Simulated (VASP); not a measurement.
# HfSiO4 (I4_1/amd) in VASP: a series of runs

HfSiO4 is run at these levels: PBE, revPBE, PBEsol; tasks: single point, relaxation of cell and atoms.

Program: VASP 6.6.1. These are calculated values, not measurements. Logs are shortened: lines on timing, memory, paths and dates and some standing lists are left out, and cuts for length are marked.

## 1. The cell of the first run

It takes space group I4_1/amd (No. 141, tetragonal). The conventional cell has a = 6.588 Å, b = 6.588 Å, c = 5.984 Å, α = 90.00°, β = 90.00°, γ = 90.00°. Hf (site symmetry -4m2) has 8 O at 2.12 to 2.27 Å within 2.8 Å. Within 2.2 Å of Si (site symmetry -4m2) lie 4 O at 1.63 Å. Within 2.3 Å of O (site symmetry m) lie 1 Si at 1.63 Å and 2 Hf at 2.12 to 2.27 Å.

## 2. Single point, PBE

File INCAR:

```
  ALGO = Normal
  EDIFF = 1E-6
  ENCUT = 520
  GGA = PE
  ISIF = 2
  ISMEAR = -1
  LASPH = True
  LCHARG = True
  LELF = True
  LREAL = False
  LVHAR = True
  LWAVE = False
  NBANDS = 50
  NELM = 60
  PREC = Accurate
  SIGMA = 0.05
```

File KPOINTS:

```
k-points
0
Gamma
  5 5 5
```

File POSCAR:

```
HfSiO4
1.0
   -3.2938460386      3.2938460386      2.9919591132
    3.2938460386     -3.2938460386      2.9919591132
    3.2938460386      3.2938460386     -2.9919591132
Hf Si O
2 2 8
Direct
    0.0000000000      0.0000000000      0.0000000000
    0.7500000000      0.2500000000      0.5000000000
    0.5000000000      0.5000000000      0.0000000000
    0.2500000000      0.7500000000      0.5000000000
    0.6807574675      0.4957259865      0.8149685190
    0.2457259865      0.9307574675      0.3149685190
    0.6807574675      0.8657889485      0.1850314810
    0.6157889485      0.9307574675      0.6850314810
    0.0692425325      0.3842110515      0.3149685190
    0.5042740135      0.3192425325      0.1850314810
    0.0692425325      0.7542740135      0.6850314810
    0.1342110515      0.3192425325      0.8149685190
```

Potentials or basis: VASP PAW PBE potentials, release 64 (Hf_pv, Si, O).

Command:

```
$ cat potpaw_PBE.64/Hf_pv/POTCAR potpaw_PBE.64/Si/POTCAR potpaw_PBE.64/O/POTCAR > POTCAR
$ mpirun -np 1 vasp_std > vasp.out
```

OUTCAR:

```text
EDIFF = 1E-6
   ENCUT = 520
   GGA = PE
   ISIF = 2
   ISMEAR = -1
   LASPH = True
   LREAL = False
   NELM = 60
   PREC = Accurate

 ion  position               nearest neighbor table
   1  0.000  0.000  0.000-   6 2.12  11 2.12   9 2.12   8 2.12  10 2.27   5 2.27  12 2.27   7 2.27
                             3 2.99   3 2.99   2 3.62   2 3.62   2 3.62   2 3.62
   2  0.750  0.250  0.500-   5 2.12  10 2.12   7 2.12  12 2.12  11 2.27   6 2.27   9 2.27   8 2.27
                             4 2.99   4 2.99   1 3.62   1 3.62   1 3.62   1 3.62
   3  0.500  0.500  0.000-   7 1.63  12 1.63  10 1.63   5 1.63   1 2.99   1 2.99
   4  0.250  0.750  0.500-   8 1.63   9 1.63   6 1.63  11 1.63   2 2.99   2 2.99
   5  0.681  0.496  0.815-   3 1.63   2 2.12   1 2.27
   6  0.246  0.931  0.315-   4 1.63   1 2.12   2 2.27
   7  0.681  0.866  0.185-   3 1.63   2 2.12   1 2.27
   8  0.616  0.931  0.685-   4 1.63   1 2.12   2 2.27
   9  0.069  0.384  0.315-   4 1.63   1 2.12   2 2.27
  10  0.504  0.319  0.185-   3 1.63   2 2.12   1 2.27
  11  0.069  0.754  0.685-   4 1.63   1 2.12   2 2.27
  12  0.134  0.319  0.815-   3 1.63   2 2.12   1 2.27

  LATTYP: Found a body centered tetragonal cell.
 ALAT       =     6.5876920772
 C/A-ratio  =     0.9083481979

  Lattice vectors:

 A1 = (  -3.2938460386,   3.2938460386,   2.9919591132)
 A2 = (   3.2938460386,  -3.2938460386,   2.9919591132)
 A3 = (   3.2938460386,   3.2938460386,  -2.9919591132)

Analysis of symmetry for initial positions (statically):
=====================================================================
 Subroutine PRICEL returns:
 Original cell was already a primitive cell.

 Routine SETGRP: Setting up the symmetry group for a
 body centered tetragonal supercell.

 Subroutine GETGRP returns: Found 16 space group operations
 (whereof  8 operations were pure point group operations)
 out of a pool of 16 trial point group operations.

The static configuration has the point symmetry D_2d.
 The point group associated with its full space group is D_4h.

Analysis of symmetry for dynamics (positions and initial velocities):
=====================================================================
 Subroutine PRICEL returns:
 Original cell was already a primitive cell.

 Routine SETGRP: Setting up the symmetry group for a
 body centered tetragonal supercell.

 Subroutine GETGRP returns: Found 16 space group operations
 (whereof  8 operations were pure point group operations)
 out of a pool of 16 trial point group operations.

The dynamic configuration has the point symmetry D_2d.
 The point group associated with its full space group is D_4h.

 Subroutine INISYM returns: Found 16 space group operations
 (whereof  8 operations are pure point group operations),
 and found     1 'primitive' translations

----------------------------------------------------------------------------------------

                                     Primitive cell

  volume of cell :     129.8441

  direct lattice vectors                    reciprocal lattice vectors
    -3.293846039  3.293846039  2.991959113     0.000000000  0.151798230  0.167114583
     3.293846039 -3.293846039  2.991959113     0.151798230  0.000000000  0.167114583
     3.293846039  3.293846039 -2.991959113     0.151798230  0.151798230  0.000000000

  length of vectors
     5.536304073  5.536304073  5.536304073     0.225765335  0.225765335  0.214675116

  position of ions in fractional coordinates (direct lattice)
     0.000000000  0.000000000  0.000000000
     0.750000000  0.250000000  0.500000000
     0.500000000  0.500000000  0.000000000
     0.250000000  0.750000000  0.500000000
     0.680757468  0.495725986  0.814968519
     0.245725986  0.930757468  0.314968519
     0.680757468  0.865788948  0.185031481
     0.615788948  0.930757468  0.685031481
     0.069242532  0.384211052  0.314968519
     0.504274014  0.319242532  0.185031481
     0.069242532  0.754274014  0.685031481
     0.134211052  0.319242532  0.814968519

  ion indices of the primitive-cell ions
   primitive index   ion index
                 1           1
                 2           2
                 3           3
                 4           4
                 5           5
                 6           6
                 7           7
                 8           8
                 9           9
                10          10
                11          11
                12          12

----------------------------------------------------------------------------------------

 KPOINTS: k-points

Automatic generation of k-mesh.
 Grid dimensions read from file:
 generate k-points for:    5    5    5

 Generating k-lattice:

  Cartesian coordinates                     Fractional coordinates (reciprocal lattice)
     0.000000000  0.030359646  0.033422917     0.200000000 -0.000000000  0.000000000
     0.030359646  0.000000000  0.033422917    -0.000000000  0.200000000  0.000000000
     0.030359646  0.030359646  0.000000000     0.000000000  0.000000000  0.200000000

  Length of vectors
     0.045153067  0.045153067  0.042935023

  Shift w.r.t. Gamma in fractional coordinates (k-lattice)
     0.000000000  0.000000000  0.000000000

 Subroutine IBZKPT returns following result:
 ===========================================

 Found     18 irreducible k-points:

 Following reciprocal coordinates:
            Coordinates               Weight
  0.000000  0.000000  0.000000      1.000000
  0.200000 -0.000000  0.000000      8.000000
  0.400000 -0.000000  0.000000      8.000000
  0.200000  0.200000  0.000000      8.000000
  0.400000  0.200000  0.000000     16.000000
 -0.400000  0.200000 -0.000000     16.000000
[... 10 lines left out ...]
 -0.400000  0.400000  0.400000      4.000000
 -0.400000 -0.400000  0.400000      2.000000
   k-points           NKPTS =     18   k-points in BZ     NKDIM =     18   number of bands    NBANDS=     50
   number of dos      NEDOS =    301   number of ions     NIONS =     12
   total plane-waves  NPLWV =  74088
   dimension x,y,z NGX =    42 NGY =   42 NGZ =   42
   dimension x,y,z NGXF=    84 NGYF=   84 NGZF=   84
   ions per type =               2   2   8
   NGX,Y,Z   is equivalent  to a cutoff of  12.61, 12.61, 12.61 a.u.
   NGXF,Y,Z  is equivalent  to a cutoff of  25.22, 25.22, 25.22 a.u.
 SYSTEM =  unknown system
   PREC   = accura    normal or accurate (medium, high low for compatibility)
   ISTART =      0    job   : 0-new  1-cont  2-samecut
   ICHARG =      2    charge: 1-file 2-atom 10-const
   ISPIN  =      1    spin polarized calculation?
   LNONCOLLINEAR =      F non collinear calculations
   LSORBIT =      F    spin-orbit coupling
   LASPH  =      T    aspherical Exc in radial PAW
   ENCUT  =  520.0 eV  38.22 Ry    6.18 a.u.  10.29 10.29 10.29*2*pi/ulx,y,z
   NELM   =     60;   NELMIN=  2; NELMDL= -5     # of ELM steps
   EDIFF  = 0.1E-05   stopping-criterion for ELM
   LREAL  =      F    real-space projection
   EDIFFG = 0.1E-04   stopping-criterion for IOM
   NSW    =      0    number of steps for IOM
   IBRION =     -1    ionic relax: 0-MD 1-quasi-New 2-CG
   NFREE  =      0    steps in history (QN), initial steepest desc. (CG)
   ISIF   =      2    stress and relaxation
   ISYM   =      2    0-nonsym 1-usesym 2-fastsym
   POTIM  = 0.5000    time-step for ionic-motion
   TEBEG  =    0.0;   TEEND  =   0.0 temperature during run
   PSTRESS=    0.0 pullay stress
   NELECT =      76.0000    total number of electrons
   NUPDOWN=      -1.0000    fix difference up-down
   EMIN   =  10.00;   EMAX   =-10.00  energy-range for DOS
   EFERMI =   0.00;   METHOD = LEGACY
   ISMEAR =    -1;   SIGMA  =   0.05  broadening in eV -4-tet -1-fermi 0-gaus
   EFERMI_NEDOS =   21; number of points for ismear=-14 and -15
   IALGO  =     38    algorithm
   IMIX   =      4    mixing-type and parameters
     AMIX     =   0.40;   BMIX     =  1.00
     AMIX_MAG =   1.60;   BMIX_MAG =  1.00
  volume/ion in A,a.u.               =      10.82        73.02
  Fermi-wavevector in a.u.,A,eV,Ry     =   1.369426  2.587840 25.515386  1.875328
  Thomas-Fermi vector in A             =   2.495303
   LORBIT       =      0    0 simple, 1 ext, 2 COOP (PROOUT), +10 PAW based schemes
   GGA     = PE    functional components
   LHFCALC =     F    Hartree Fock is set to
   AEXX    =    0.0000 exact exchange contribution
   IVDW    =     0    specifies the selected vdW correction
   LEPSILON=     F    determine dielectric tensor
   LRPA    =     F    only Hartree local field effects (RPA)
 non-spin polarized calculation
  energy-cutoff  :      520.00
  volume of cell :      129.84
 maximum number of plane-waves:      3523
 NGX is ok and might be reduce to    42
   NGX = 21   NGY = 21   NGZ = 21

 number of electron      76.0000005 magnetization

 Free energy of the ion-electron system (eV)
  ---------------------------------------------------
  ext. energy  EPLUGINS =         0.00000000
  ---------------------------------------------------
  free energy    TOTEN  =      -108.64334823 eV

  energy without entropy =     -108.64334823  energy(sigma->0) =     -108.64334823

 E-fermi :   4.2855     XC(G=0): -11.0557

 val. band max:        3.2464723025   @ k =   0.0000   0.0000   0.0000
 cond. band min:       8.6313057066   @ k =   0.2000   0.2000   0.2000
 fundamental gap:      5.3848334042
 Fermi energy:         4.2854516625

 k-point     1 :       0.0000    0.0000    0.0000
  band No.  band energies     occupation
      1     -26.1036      2.00000
      2     -26.1036      2.00000
      3     -26.0332      2.00000
      4     -26.0219      2.00000
      5     -25.9303      2.00000
      6     -25.9303      2.00000
[... 42 lines left out ...]
     49      12.4649      0.00000
     50      12.9975      0.00000
[... 899 lines left out ...]
     49      12.8090      0.00000
     50      12.8189      0.00000

------------------------ aborting loop because EDIFF is reached ----------------------------------------

  FORCE on cell =-STRESS in cart. coord.  units (eV):
  Direction    XX          YY          ZZ          XY          YZ          ZX
  --------------------------------------------------------------------------------------
  -------------------------------------------------------------------------------------
  Total        2.5937379      2.5937379      2.8995791      0.0000000      0.0000000      0.0000000
  in kB       32.0047500     32.0047500     35.7785971      0.0000000      0.0000000      0.0000000
  external PRESSURE =      33.2626991 kB  Pullay stress =       0.0000000 kB

 VOLUME and BASIS-vectors are now :
 -----------------------------------------------------------------------------
  energy-cutoff  :      520.00
  volume of cell :      129.84
      direct lattice vectors                 reciprocal lattice vectors
    -3.293846039  3.293846039  2.991959113     0.000000000  0.151798230  0.167114583
     3.293846039 -3.293846039  2.991959113     0.151798230  0.000000000  0.167114583
     3.293846039  3.293846039 -2.991959113     0.151798230  0.151798230  0.000000000

 POSITION                                       TOTAL-FORCE (eV/Angst)
 -----------------------------------------------------------------------------------
      0.00000      0.00000      0.00000        -0.000000      0.000000     -0.000000
      0.00000      3.29385      1.49598        -0.000000      0.000000     -0.000000
      0.00000      0.00000      2.99196        -0.000000      0.000000     -0.000000
      3.29385      0.00000      1.49598        -0.000000      0.000000     -0.000000
      2.07492      3.29385      1.08164        -0.134861      0.000000      0.137704
      3.29385     -1.21893      2.57762        -0.000000     -0.134861      0.137704
      1.21893      0.00000      4.07360         0.134861     -0.000000      0.137704
      3.29385      1.21893      2.57762        -0.000000      0.134861      0.137704
      2.07492     -0.00000      0.41434        -0.134861      0.000000     -0.137704
      0.00000      1.21893      1.91032        -0.000000      0.134861     -0.137704
      4.51278      0.00000      0.41434         0.134861      0.000000     -0.137704
      3.29385      2.07492     -1.08164         0.000000     -0.134861     -0.137704
 -----------------------------------------------------------------------------------
    total drift:                                0.000000      0.000000     -0.000000

  FREE ENERGIE OF THE ION-ELECTRON SYSTEM (eV)
  ---------------------------------------------------
  free  energy   TOTEN  =      -108.6433482281 eV

  energy  without entropy=     -108.6433482280  energy(sigma->0) =     -108.64334823
```

It took 91 s on 1 thread of Intel Xeon Platinum 8488C (Sapphire Rapids), shared host; peak memory 0.3 GiB.

What came out:

| Property | Result |
| --- | --- |
| Free energy | -108.6433 eV |
| Pressure | 3.3 GPa |
| Largest force | 0.193 eV/Å |
| Band gap on the k mesh | 5.38 eV (least direct gap 5.76 eV) |

Forces on the atoms (eV/Å):
```
Hf   0.000  0.000  0.000
Hf   0.000  0.000  0.000
Si   0.000  0.000  0.000
Si   0.000  0.000  0.000
O   -0.135  0.000  0.138
O    0.000 -0.135  0.138
O    0.135  0.000  0.138
O    0.000  0.135  0.138
O   -0.135  0.000 -0.138
O    0.000  0.135 -0.138
O    0.135  0.000 -0.138
O    0.000 -0.135 -0.138
```

Stress tensor (GPa, compression positive):
```
3.20 0.00 0.00
0.00 3.20 0.00
0.00 0.00 3.58
```

Caveat: the cell stands under pressure; spin-orbit coupling is left out, which moves the levels of the heavy elements; an odd mesh through Γ misses points on the zone boundary, where band edges can lie.

## 3. Relaxation of cell and atoms, PBE, target pressure 5 GPa, at which the enthalpy is minimised

This run uses another cell than the first one, of 10.73 Å³/atom.

File INCAR:

```
PREC     = Accurate       # precision mode
ENCUT    = 600            # plane-wave cutoff, eV
EDIFF    = 1E-7           # SCF threshold, eV
ISMEAR   = -1             # smearing method
SIGMA    = 0.05           # smearing width, eV
LREAL    = F              # projectors in reciprocal space
LASPH    = T              # aspherical terms in the spheres
NELM     = 100            # most SCF steps
ALGO     = Normal         # electronic algorithm
ISIF     = 3              # what is computed and relaxed
LWAVE    = F              # write WAVECAR
LCHARG   = F              # write CHGCAR
GGA      = PE             # functional
IBRION   = 2              # ionic algorithm
NSW      = 60             # ionic steps
EDIFFG   = -0.01          # ionic threshold
PSTRESS  = 50.0
```

File KPOINTS:

```
regular mesh
0
Gamma
  5 5 5
```

File POSCAR:

```
HfSiO4
1.0
   -3.2862500000      3.2862500000      2.9816000000
    3.2862500000     -3.2862500000      2.9816000000
    3.2862500000      3.2862500000     -2.9816000000
Hf Si O
2 2 8
Direct
    0.0000000000      0.0000000000      0.0000000000
    0.7500000000      0.2500000000      0.5000000000
    0.5000000000      0.5000000000      0.0000000000
    0.2500000000      0.7500000000      0.5000000000
    0.6802000000      0.4957000000      0.8155000000
    0.2457000000      0.9302000000      0.3155000000
    0.6802000000      0.8647000000      0.1845000000
    0.6147000000      0.9302000000      0.6845000000
    0.0698000000      0.3853000000      0.3155000000
    0.5043000000      0.3198000000      0.1845000000
    0.0698000000      0.7543000000      0.6845000000
    0.1353000000      0.3198000000      0.8155000000
```

Potentials or basis: VASP PAW PBE potentials, release 64 (Hf_pv, Si, O).

Command:

```
$ cat potpaw_PBE.64/Hf_pv/POTCAR potpaw_PBE.64/Si/POTCAR potpaw_PBE.64/O/POTCAR > POTCAR
$ mpirun -np 1 vasp_std > vasp.out
```

Run time: 8.2 min. Hardware: 1 thread of Intel Xeon Platinum 8488C (Sapphire Rapids), shared host; peak memory 0.41 GiB.

It converged, with:

```
Free energy                                                : -108.6405 eV
Relaxed volume                                             : 10.72 Å³/atom
Relaxed cell                                               : a = 5.519 Å, b = 5.519 Å, c = 5.519 Å, α = 107.03°, β = 107.03°, γ = 114.48°
Space group after relaxing (to 0.1 Å)                      : I4_1/amd (No. 141)
Energy change on relaxing (the run minimises the enthalpy) : -1.3 meV/atom
Ionic steps                                                : 7
Pressure after relaxing                                    : 5.0 GPa
Largest force after relaxing                               : 0.004 eV/Å
Band gap on the k mesh                                     : 5.46 eV (least direct gap 5.84 eV)
```

Forces in eV/Å, atoms in the order of the input:
```
Hf   0.000  0.000  0.000
Hf   0.000  0.000  0.000
Si   0.000  0.000  0.000
Si   0.000  0.000  0.000
O   -0.001  0.000  0.004
O    0.000 -0.001  0.004
O    0.001  0.000  0.004
O    0.000  0.001  0.004
O   -0.001  0.000 -0.004
O    0.000  0.001 -0.004
O    0.001  0.000 -0.004
O    0.000 -0.001 -0.004
```

The path:
| step | energy change (eV) | largest force (eV/Å) | pressure (GPa) | volume (Å³) |
| --- | --- | --- | --- | --- |
| 1 | 0.0000 | 0.5262 | 5.52 | 128.80 |
| 2 | 0.0240 | 0.8982 | 2.37 | 129.44 |
| 3 | -0.0266 | 0.0212 | 4.30 | 129.03 |
| 4 | -0.0039 | 0.0186 | 5.65 | 128.29 |
| 5 | -0.0146 | 0.0102 | 5.06 | 128.61 |
| 6 | -0.0149 | 0.0100 | 5.04 | 128.62 |
| 7 | -0.0156 | 0.0039 | 5.00 | 128.64 |

Final structure:
```cif
data_structure
_symmetry_space_group_name_H-M 'P 1'
_symmetry_Int_Tables_number 1
_cell_length_a 5.5186
_cell_length_b 5.5186
_cell_length_c 5.5186
_cell_angle_alpha 107.028
_cell_angle_beta 107.028
_cell_angle_gamma 114.477
_cell_volume 128.64
loop_
_atom_site_label
_atom_site_type_symbol
_atom_site_fract_x
_atom_site_fract_y
_atom_site_fract_z
_atom_site_occupancy
Hf1 Hf 0.00000 0.00000 0.00000 1
Hf2 Hf 0.75000 0.25000 0.50000 1
Si1 Si 0.50000 0.50000 0.00000 1
Si2 Si 0.25000 0.75000 0.50000 1
O1 O 0.68131 0.49577 0.81446 1
O2 O 0.24577 0.93131 0.31446 1
O3 O 0.68131 0.86685 0.18554 1
O4 O 0.61685 0.93131 0.68554 1
O5 O 0.06869 0.38315 0.31446 1
O6 O 0.50423 0.31869 0.18554 1
O7 O 0.06869 0.75423 0.68554 1
O8 O 0.13315 0.31869 0.81446 1
```

Levels at points of the mesh, in eV from the valence-band top:
| k point | band 34 | band 35 | band 36 | band 37 | band 38 | band 39 | band 40 | band 41 | band 42 | band 43 |
| --- | --- | --- | --- | --- | --- | --- | --- | --- | --- | --- |
| (0.00, 0.00, 0.00) | -0.66 | -0.57 | -0.57 | -0.56 | 0.00 | 5.86 | 6.16 | 6.18 | 6.27 | 6.27 |

Caveat: the cell is relaxed towards a set pressure, so the run minimises the enthalpy, not the energy; spin-orbit coupling is left out, which moves the levels of the heavy elements; an odd mesh through Γ misses points on the zone boundary, where band edges can lie. Expect the measured gap to be larger: semilocal functionals such as PBE lack the derivative discontinuity.

[end of part 1 of 3]
